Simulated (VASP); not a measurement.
# Al2O3 (P-6m2) in VASP: a series of runs

Runs on Al2O3. Level: r2SCAN. Tasks: single point.

Program: VASP 6.6.1. These are calculated values, not measurements. Logs are shortened: lines on timing, memory, paths and dates and some standing lists are left out, and cuts for length are marked.

## (1) The cell of the first run

Symmetry: P-6m2, No. 187, hexagonal system. The conventional cell has a = 2.895 Å, b = 2.895 Å, c = 7.456 Å, α = 90.00°, β = 90.00°, γ = 120.00°. Al (site symmetry 3m) has 6 O at 1.79 to 2.15 Å within 2.4 Å. Within 2.4 Å of O (site symmetry 3m) lie 3 Al at 1.79 Å. Within 2.9 Å of O (site symmetry -6m2) lie 6 Al at 2.15 Å and 12 O at 2.60 to 2.89 Å.

## (2) Single point, r2SCAN

File POSCAR:

```
Al2O3
1.0
    2.8947919718      0.0000000000      0.0000000000
   -1.4473959859      2.5069633862      0.0000000000
    0.0000000000      0.0000000000      7.4556003363
Al O
2 3
Direct
    0.0000000000      0.0000000000      0.1809441335
    0.0000000000      0.0000000000      0.8190558665
    0.3333333333      0.6666666667      0.2680062644
    0.6666666667      0.3333333333      0.0000000000
    0.3333333333      0.6666666667      0.7319937356
```

File INCAR.step1:

```
PREC = Accurate
ENCUT = 520
ISMEAR = 0
SIGMA = 0.05
LREAL = F
LASPH = T
NELM = 100
NBANDS = 20
GGA = PE
ALGO = Normal
EDIFF = 1E-4
LWAVE = T
LCHARG = F
```

File INCAR.step2:

```
PREC = Accurate
ENCUT = 520
EDIFF = 1E-7
ISMEAR = 0
SIGMA = 0.05
LREAL = F
LASPH = T
NELM = 100
ALGO = Normal
ISIF = 2
LWAVE = F
LCHARG = F
METAGGA = R2SCAN
LMIXTAU = T
NBANDS = 20
ISTART = 1
```

File KPOINTS:

```
Automatic mesh
0
Gamma
  12 12 4
```

Potentials or basis: VASP PAW PBE potentials, release 64 (Al, O).

Launch:

```console
$ cat potpaw_PBE.64/Al/POTCAR potpaw_PBE.64/O/POTCAR > POTCAR
$ cp INCAR.step1 INCAR
$ mpirun -np 1 vasp_std > vasp.out
$ cp INCAR.step2 INCAR
$ mpirun -np 1 vasp_std > vasp.out
```

OUTCAR:

```text
PREC = Accurate
   ENCUT = 520
   EDIFF = 1E-7
   ISMEAR = 0
   LREAL = F
   LASPH = T
   NELM = 100
   ISIF = 2
   METAGGA = R2SCAN
   ISTART = 1

 ion  position               nearest neighbor table
   1  0.000  0.000  0.181-   3 1.79   3 1.79   3 1.79   4 2.15   4 2.15   4 2.15   2 2.70
   2  0.000  0.000  0.819-   5 1.79   5 1.79   5 1.79   4 2.15   4 2.15   4 2.15   1 2.70
   3  0.333  0.667  0.268-   1 1.79   1 1.79   1 1.79
   4  0.667  0.333  0.000-   1 2.15   2 2.15   1 2.15   2 2.15   1 2.15   2 2.15
   5  0.333  0.667  0.732-   2 1.79   2 1.79   2 1.79

  LATTYP: Found a hexagonal cell.
 ALAT       =     2.8947919718
 C/A-ratio  =     2.5755219750

  Lattice vectors:

 A1 = (   2.8947919718,   0.0000000000,   0.0000000000)
 A2 = (  -1.4473959859,   2.5069633862,   0.0000000000)
 A3 = (   0.0000000000,   0.0000000000,   7.4556003363)

Analysis of symmetry for initial positions (statically):
=====================================================================
 Subroutine PRICEL returns:
 Original cell was already a primitive cell.

 Routine SETGRP: Setting up the symmetry group for a
 hexagonal supercell.

 Subroutine GETGRP returns: Found 12 space group operations
 (whereof 12 operations were pure point group operations)
 out of a pool of 24 trial point group operations.

The static configuration has the point symmetry D_3h.

Analysis of symmetry for dynamics (positions and initial velocities):
=====================================================================
 Subroutine PRICEL returns:
 Original cell was already a primitive cell.

 Routine SETGRP: Setting up the symmetry group for a
 hexagonal supercell.

 Subroutine GETGRP returns: Found 12 space group operations
 (whereof 12 operations were pure point group operations)
 out of a pool of 24 trial point group operations.

The dynamic configuration has the point symmetry D_3h.

 Subroutine INISYM returns: Found 12 space group operations
 (whereof 12 operations are pure point group operations),
 and found     1 'primitive' translations

----------------------------------------------------------------------------------------

                                     Primitive cell

  volume of cell :      54.1063

  direct lattice vectors                    reciprocal lattice vectors
     2.894791972  0.000000000  0.000000000     0.345447966  0.199444476  0.000000000
    -1.447395986  2.506963386  0.000000000     0.000000000  0.398888953  0.000000000
     0.000000000  0.000000000  7.455600336     0.000000000  0.000000000  0.134127361

  length of vectors
     2.894791972  2.894791972  7.455600336     0.398888953  0.398888953  0.134127361

  position of ions in fractional coordinates (direct lattice)
     0.000000000  0.000000000  0.180944133
     0.000000000  0.000000000  0.819055867
     0.333333333  0.666666667  0.268006264
     0.666666667  0.333333333  0.000000000
     0.333333333  0.666666667  0.731993736

  ion indices of the primitive-cell ions
   primitive index   ion index
                 1           1
                 2           2
                 3           3
                 4           4
                 5           5

----------------------------------------------------------------------------------------

 KPOINTS: Automatic mesh

Automatic generation of k-mesh.
 Grid dimensions read from file:
 generate k-points for:   12   12    4

 Generating k-lattice:

  Cartesian coordinates                     Fractional coordinates (reciprocal lattice)
     0.028787331  0.016620373  0.000000000     0.083333333 -0.000000000  0.000000000
     0.000000000  0.033240746  0.000000000     0.000000000  0.083333333  0.000000000
     0.000000000  0.000000000  0.033531840     0.000000000  0.000000000  0.250000000

  Length of vectors
     0.033240746  0.033240746  0.033531840

  Shift w.r.t. Gamma in fractional coordinates (k-lattice)
     0.000000000  0.000000000  0.000000000

 Subroutine IBZKPT returns following result:
 ===========================================

 Found     57 irreducible k-points:

 Following reciprocal coordinates:
            Coordinates               Weight
  0.000000  0.000000  0.000000      1.000000
  0.083333  0.000000  0.000000      6.000000
  0.166667  0.000000  0.000000      6.000000
  0.250000  0.000000  0.000000      6.000000
  0.333333  0.000000  0.000000      6.000000
  0.416667 -0.000000  0.000000      6.000000
[... 16 lines left out ...]
  0.250000  0.000000  0.250000     12.000000
  0.333333  0.000000  0.250000     12.000000
 [... further k-points ...]
   k-points           NKPTS =     57   k-points in BZ     NKDIM =     57   number of bands    NBANDS=     20
   number of dos      NEDOS =    301   number of ions     NIONS =      5
   total plane-waves  NPLWV =  32256
   dimension x,y,z NGX =    24 NGY =   24 NGZ =   56
   dimension x,y,z NGXF=    48 NGYF=   48 NGZF=  112
   ions per type =               2   3
   NGX,Y,Z   is equivalent  to a cutoff of  13.78, 13.78, 12.49 a.u.
   NGXF,Y,Z  is equivalent  to a cutoff of  27.57, 27.57, 24.97 a.u.
 SYSTEM =  unknown system
   PREC   = accura    normal or accurate (medium, high low for compatibility)
   ISTART =      1    job   : 0-new  1-cont  2-samecut
   ICHARG =      0    charge: 1-file 2-atom 10-const
   ISPIN  =      1    spin polarized calculation?
   LNONCOLLINEAR =      F non collinear calculations
   LSORBIT =      F    spin-orbit coupling
   LASPH  =      T    aspherical Exc in radial PAW
   ENCUT  =  520.0 eV  38.22 Ry    6.18 a.u.   5.38  5.38 13.86*2*pi/ulx,y,z
   NELM   =    100;   NELMIN=  2; NELMDL=  0     # of ELM steps
   EDIFF  = 0.1E-06   stopping-criterion for ELM
   LREAL  =      F    real-space projection
   EDIFFG = 0.1E-05   stopping-criterion for IOM
   NSW    =      0    number of steps for IOM
   IBRION =     -1    ionic relax: 0-MD 1-quasi-New 2-CG
   NFREE  =      0    steps in history (QN), initial steepest desc. (CG)
   ISIF   =      2    stress and relaxation
   ISYM   =      2    0-nonsym 1-usesym 2-fastsym
   POTIM  = 0.5000    time-step for ionic-motion
   TEBEG  =    0.0;   TEEND  =   0.0 temperature during run
   PSTRESS=    0.0 pullay stress
   NELECT =      24.0000    total number of electrons
   NUPDOWN=      -1.0000    fix difference up-down
   EMIN   =  10.00;   EMAX   =-10.00  energy-range for DOS
   EFERMI =   0.00;   METHOD = LEGACY
   ISMEAR =     0;   SIGMA  =   0.05  broadening in eV -4-tet -1-fermi 0-gaus
   EFERMI_NEDOS =   21; number of points for ismear=-14 and -15
   IALGO  =     38    algorithm
   IMIX   =      4    mixing-type and parameters
     AMIX     =   0.40;   BMIX     =  1.00
     AMIX_MAG =   1.60;   BMIX_MAG =  1.00
  volume/ion in A,a.u.               =      10.82        73.03
  Fermi-wavevector in a.u.,A,eV,Ry     =   1.248521  2.359363 21.208832  1.558805
  Thomas-Fermi vector in A             =   2.382604
   LORBIT       =      0    0 simple, 1 ext, 2 COOP (PROOUT), +10 PAW based schemes
   METAGGA = R2SCAN    functional components
   LHFCALC =     F    Hartree Fock is set to
   AEXX    =    0.0000 exact exchange contribution
   IVDW    =     0    specifies the selected vdW correction
   LEPSILON=     F    determine dielectric tensor
   LRPA    =     F    only Hartree local field effects (RPA)
 non-spin polarized calculation
 Gauss-broadening in eV      SIGMA  =   0.05
  energy-cutoff  :      520.00
  volume of cell :       54.11
 maximum number of plane-waves:      1504
 NGX is ok and might be reduce to    24

 number of electron      23.9999979 magnetization

 Free energy of the ion-electron system (eV)
  ---------------------------------------------------
  ext. energy  EPLUGINS =         0.00000000
  ---------------------------------------------------
  free energy    TOTEN  =       -46.77204304 eV

  energy without entropy =      -46.77204304  energy(sigma->0) =      -46.77204304

 E-fermi :   3.1857     XC(G=0): -10.4924

 val. band max:        2.9481923729   @ k =   0.0833   0.0833   0.0000
 cond. band min:       8.1177774618   @ k =   0.0000   0.0000   0.0000
 fundamental gap:      5.1695850889
 Fermi energy:         3.1856873193

 k-point     1 :       0.0000    0.0000    0.0000
  band No.  band energies     occupation
      1     -17.2129      2.00000
      2     -15.8570      2.00000
      3     -14.7665      2.00000
      4      -2.2253      2.00000
      5       0.5045      2.00000
      6       0.9709      2.00000
[... 12 lines left out ...]
     19      18.4099      0.00000
     20      18.8300      0.00000

 k-point     2 :       0.0833    0.0000    0.0000
  band No.  band energies     occupation
      1     -17.1282      2.00000
      2     -15.7961      2.00000
      3     -14.7407      2.00000
      4      -2.1903      2.00000
      5       0.1581      2.00000
      6       0.8746      2.00000
[... 12 lines left out ...]
     19      18.5960      0.00000
     20      18.7607      0.00000

 k-point     3 :       0.1667    0.0000    0.0000
  band No.  band energies     occupation
      1     -16.8839      2.00000
      2     -15.6247      2.00000
      3     -14.6756      2.00000
      4      -2.1396      2.00000
      5      -0.6674      2.00000
      6       0.4669      2.00000
[... 12 lines left out ...]
     19      18.4124      0.00000
     20      18.8524      0.00000

 k-point     4 :       0.2500    0.0000    0.0000
  band No.  band energies     occupation
      1     -16.5109      2.00000
      2     -15.3780      2.00000
      3     -14.6051      2.00000
      4      -2.2508      2.00000
      5      -1.7006      2.00000
      6      -0.3358      2.00000
[... 12 lines left out ...]
     19      17.9465      0.00000
     20      18.4752      0.00000

 k-point     5 :       0.3333    0.0000    0.0000
  band No.  band energies     occupation
      1     -16.0669      2.00000
      2     -15.1145      2.00000
      3     -14.5786      2.00000
      4      -2.6628      2.00000
      5      -2.6238      2.00000
      6      -1.0494      2.00000
[... 12 lines left out ...]
     19      17.8643      0.00000
     20      18.5373      0.00000

 k-point     6 :       0.4167   -0.0000    0.0000
  band No.  band energies     occupation
      1     -15.6507      2.00000
      2     -14.9092      2.00000
      3     -14.6315      2.00000
      4      -3.3335      2.00000
      5      -3.0116      2.00000
      6      -1.5276      2.00000
[... 12 lines left out ...]
     19      18.2749      0.00000
     20      18.3271      0.00000

 k-point     7 :       0.5000    0.0000    0.0000
  band No.  band energies     occupation
      1     -15.4509      2.00000
      2     -14.8312      2.00000
      3     -14.6941      2.00000
      4      -3.5734      2.00000
      5      -3.1674      2.00000
      6      -1.6960      2.00000
[... 12 lines left out ...]
     19      18.0124      0.00000
     20      18.6008      0.00000
[... 277 lines left out ...]
 k-point    20 :       0.0000    0.0000    0.2500
  band No.  band energies     occupation
      1     -17.2092      2.00000
      2     -15.8716      2.00000
      3     -14.7543      2.00000
      4      -2.2847      2.00000
      5       0.7186      2.00000
      6       0.9738      2.00000
[... 12 lines left out ...]
     19      18.4611      0.00000
     20      18.8005      0.00000

 k-point    21 :       0.0833    0.0000    0.2500
  band No.  band energies     occupation
      1     -17.1245      2.00000
      2     -15.8103      2.00000
      3     -14.7288      2.00000
      4      -2.2434      2.00000
      5       0.2653      2.00000
      6       0.8776      2.00000
[... 12 lines left out ...]
     19      18.6043      0.00000
     20      18.7610      0.00000

 k-point    22 :       0.1667    0.0000    0.2500
  band No.  band energies     occupation
      1     -16.8802      2.00000
      2     -15.6382      2.00000
      3     -14.6645      2.00000
      4      -2.1736      2.00000
      5      -0.6207      2.00000
      6       0.3689      2.00000
[... 12 lines left out ...]
     19      18.0867      0.00000
     20      18.8931      0.00000

 k-point    23 :       0.2500    0.0000    0.2500
  band No.  band energies     occupation
      1     -16.5074      2.00000
      2     -15.3906      2.00000
      3     -14.5953      2.00000
      4      -2.2637      2.00000
      5      -1.6782      2.00000
      6      -0.3125      2.00000
[... 12 lines left out ...]
     19      17.4366      0.00000
     20      18.7309      0.00000

 k-point    24 :       0.3333    0.0000    0.2500
  band No.  band energies     occupation
      1     -16.0638      2.00000
      2     -15.1260      2.00000
      3     -14.5700      2.00000
      4      -2.6497      2.00000
      5      -2.6342      2.00000
      6      -1.0182      2.00000
[... 12 lines left out ...]
     19      17.4075      0.00000
     20      18.9117      0.00000

 [... further k-points ...]
[... 5 lines left out ...]
  --------------------------------------------------------------------------------------
  -------------------------------------------------------------------------------------
  Total       -2.3024060     -2.3024060      1.9112042     -0.0000000      0.0000000      0.0000000
  in kB      -68.1780403    -68.1780403     56.5939093     -0.0000000      0.0000000      0.0000000
  external PRESSURE =     -26.5873904 kB  Pullay stress =       0.0000000 kB

 VOLUME and BASIS-vectors are now :
 -----------------------------------------------------------------------------
  energy-cutoff  :      520.00
  volume of cell :       54.11
      direct lattice vectors                 reciprocal lattice vectors
     2.894791972  0.000000000  0.000000000     0.345447966  0.199444476  0.000000000
    -1.447395986  2.506963386  0.000000000     0.000000000  0.398888953  0.000000000
     0.000000000  0.000000000  7.455600336     0.000000000  0.000000000  0.134127361

 POSITION                                       TOTAL-FORCE (eV/Angst)
 -----------------------------------------------------------------------------------
      0.00000      0.00000      1.34905        -0.000000      0.000000      0.663215
      0.00000      0.00000      6.10655        -0.000000      0.000000     -0.663215
     -0.00000      1.67131      1.99815         0.000000     -0.000000      0.031008
      1.44740      0.83565      0.00000         0.000000     -0.000000      0.000000
     -0.00000      1.67131      5.45745         0.000000     -0.000000     -0.031008
 -----------------------------------------------------------------------------------
    total drift:                                0.000013     -0.000008      0.000000

  FREE ENERGIE OF THE ION-ELECTRON SYSTEM (eV)
  ---------------------------------------------------
  free  energy   TOTEN  =       -46.7720430359 eV

  energy  without entropy=      -46.7720430359  energy(sigma->0) =      -46.77204304
```

It took 1.8 min on 1 thread of Intel Xeon 6975P-C (Granite Rapids), shared host; peak memory 0.2 GiB.

What came out:

```
Free energy            : -46.7720 eV
Pressure               : -2.7 GPa
Largest force          : 0.663 eV/Å
Band gap on the k mesh : 5.17 eV (least direct gap 5.33 eV)
```

Forces in eV/Å, atoms in the order of the input:
```
Al   0.000  0.000  0.663
Al   0.000  0.000 -0.663
O    0.000  0.000  0.031
O    0.000  0.000  0.000
O    0.000  0.000 -0.031
```

Levels at points of the mesh, in eV from the valence-band top:
| k point | band 10 | band 11 | band 12 | band 13 | band 14 | band 15 |
| --- | --- | --- | --- | --- | --- | --- |
| (0.00, 0.00, 0.00) | -1.00 | -1.00 | -0.16 | 5.17 | 8.06 | 9.18 |
| (0.50, 0.00, 0.00) | -1.38 | -0.88 | -0.86 | 8.21 | 9.74 | 10.17 |
| (0.00, 0.00, 0.50) | -0.99 | -0.99 | -0.65 | 5.59 | 7.75 | 8.87 |
| (0.50, 0.00, 0.50) | -1.37 | -1.11 | -0.60 | 8.27 | 9.83 | 10.26 |

Caveat: the PAW data sets were made with another functional, which shifts forces and pressure a little.

## (3) Single point, r2SCAN

This run uses another cell than the first one, of the same volume but with other edges.

POSCAR: that of step 2 with these lines changed.

```diff
@@ -2,5 +2,5 @@
 1.0
-    2.8947919718      0.0000000000      0.0000000000
-   -1.4473959859      2.5069633862      0.0000000000
-    0.0000000000      0.0000000000      7.4556003363
+    2.8096011425      0.0000000000      0.0000000000
+   -1.4048005713      2.4331859639      0.0000000000
+    0.0000000000      0.0000000000      7.9145822477
 Al O
```

File INCAR.step1:

```
PREC     = Accurate       # precision mode
ENCUT    = 520            # plane-wave cutoff, eV
ISMEAR   = 0              # smearing method
SIGMA    = 0.05           # smearing width, eV
LREAL    = False          # projectors in reciprocal space
LASPH    = True           # aspherical terms in the spheres
NELM     = 60             # most SCF steps
NBANDS   = 20             # bands
GGA      = PE             # functional
ALGO     = Normal         # electronic algorithm
EDIFF    = 1E-4           # SCF threshold, eV
LWAVE    = True           # write WAVECAR
LCHARG   = False          # write CHGCAR
```

File INCAR.step2:

```
PREC     = Accurate       # precision mode
ENCUT    = 520            # plane-wave cutoff, eV
EDIFF    = 1E-7           # SCF threshold, eV
ISMEAR   = 0              # smearing method
SIGMA    = 0.05           # smearing width, eV
LREAL    = False          # projectors in reciprocal space
LASPH    = True           # aspherical terms in the spheres
NELM     = 60             # most SCF steps
ALGO     = Normal         # electronic algorithm
ISIF     = 2              # what is computed and relaxed
LWAVE    = False          # write WAVECAR
LCHARG   = True           # write CHGCAR
METAGGA  = R2SCAN         # meta-GGA
LMIXTAU  = True         
LELF     = True           # ELF
LVHAR    = True         
NBANDS   = 20             # bands
ISTART   = 1
```

File KPOINTS:

```
regular mesh
0
Gamma
  12 12 4
```

Potentials or basis: VASP PAW PBE potentials, release 64 (Al, O).

Launch:

```console
$ cat potpaw_PBE.64/Al/POTCAR potpaw_PBE.64/O/POTCAR > POTCAR
$ cp INCAR.step1 INCAR
$ mpirun -np 1 vasp_std > vasp.out
$ cp INCAR.step2 INCAR
$ mpirun -np 1 vasp_std > vasp.out
```

Run time: 1.9 min. Hardware: 1 thread of Intel Xeon 6975P-C (Granite Rapids), shared host; peak memory 0.21 GiB.

The run converged. Its results:

```
Free energy            : -46.7321 eV
Pressure               : 3.2 GPa
Largest force          : 0.731 eV/Å
Band gap on the k mesh : 6.12 eV (least direct gap 6.32 eV)
```

Forces on the atoms (eV/Å):
```
Al   0.000  0.000 -0.731
Al   0.000  0.000  0.731
O    0.000  0.000 -0.120
O    0.000  0.000  0.000
O    0.000  0.000  0.120
```

Stress tensor (GPa, compression positive):
```
 8.79  0.00  0.00
 0.00  8.79  0.00
 0.00  0.00 -8.09
```

Levels at points of the mesh, in eV from the valence-band top:
```tsv
k point	band 10	band 11	band 12	band 13	band 14	band 15
(0.00, 0.00, 0.00)	-0.23	-0.23	-0.20	6.12	9.07	9.79
(0.50, 0.00, 0.00)	-0.90	-0.86	-0.76	9.24	10.21	10.25
(0.00, 0.00, 0.50)	-0.54	-0.23	-0.23	6.56	8.42	9.80
(0.50, 0.00, 0.50)	-1.00	-0.90	-0.60	9.39	10.00	10.44
```

Caveat: the cell stands under pressure; the PAW data sets were made with another functional, which shifts forces and pressure a little. A k mesh can miss the band edges.
